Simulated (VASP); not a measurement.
Wanted: the native input for a VASP 6.6.1 run.

```yaml
Task: single point
Functional: PBE
Potentials_or_basis: VASP PAW PBE potentials, release 64 (Nb_sv, Cd, B)
Cutoff: 520 eV
k_mesh: 4 × 4 × 4
Occupations: gaussian, width 0.1 eV
Spin: no spin polarisation
Dipole_correction: no
Further_INCAR_settings: ALGO = Normal; EDIFF = 1e-06; NBANDS = 35
```

The structure of Nb3CdB lies in POSCAR:

```
Nb3CdB
1.0
    4.4096799700      0.0000000000      0.0000000000
    0.0000000000      4.4096799700      0.0000000000
    0.0000000000      0.0000000000      4.4096799700
Nb Cd B
3 1 1
Direct
    0.0000000000      0.5000000000      0.5000000000
    0.5000000000      0.0000000000      0.5000000000
    0.5000000000      0.5000000000      0.0000000000
    0.5000000000      0.5000000000      0.5000000000
    0.0000000000      0.0000000000      0.0000000000
```

The cell was generated, and may not be a known phase.

One way to write it, as run:

INCAR

```
PREC = Accurate ; ENCUT = 520
EDIFF = 1E-6 ; ISMEAR = 0
SIGMA = 0.1 ; LREAL = F
LASPH = T ; NELM = 100
ALGO = Normal ; ISIF = 2
LWAVE = F ; LCHARG = F
GGA = PE ; NBANDS = 35
```

KPOINTS

```
Automatic mesh
0
Gamma
  4 4 4
```

Potentials or basis: VASP PAW PBE potentials, release 64 (Nb_sv, Cd, B).

Command:

```sh
$ cat potpaw_PBE.64/Nb_sv/POTCAR potpaw_PBE.64/Cd/POTCAR potpaw_PBE.64/B/POTCAR > POTCAR
$ mpirun -np 1 vasp_std > vasp.out
```

It gave:

| Quantity | Value |
| --- | --- |
| Pressure | 62.0 GPa |
| Band gap on the k mesh | zero (bands 27 and 28 overlap by 0.67 eV) |

Caveat: the cell stands under pressure.

Wall time 78 s on 1 thread of Intel Xeon 8259CL, on a shared host, peak memory 0.18 GiB.
